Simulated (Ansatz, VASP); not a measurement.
## InO: VASP beside Ansatz

```
In O
1.0
     3.42978    0.00000    0.00000
    -1.71489    2.97028    0.00000
     0.00000    0.00000   16.24832
In O
2 2
Cartesian
  1.7149 0.9901 9.5788
  1.7149 0.9901 6.6695
  0.0000 0.0000 10.3969
  0.0000 0.0000 5.8514
```

Change from the starting cell: strain +0.000 along x and y, +0.025 along z, atoms carried along.

Alike in both runs: task single point; functional PBE; dispersion D3(BJ); k mesh 12 × 12 × 2; occupations gaussian, width 0.05 eV; no spin polarisation.

```csv
,VASP,Ansatz
version,VASP 6.6.1,Ansatz 0.2.0
potentials or method,"VASP PAW PBE potentials, release 64 (In_d, O), cutoff 520 eV","scalar-relativistic, plane waves, PAW"
valence electrons in the cell,38,38
```

```tsv
	VASP	Ansatz	Ansatz less VASP
gap on the k mesh at the Fermi level (eV)	0.33	0.34	+0.010
least direct gap on the mesh (eV)	1.12	1.13	+0.011
rms of the force components (eV/Å)	0.089	0.090	+0.0007
```

Atom by atom the forces differ by 0.020 eV/Å (rms over components).
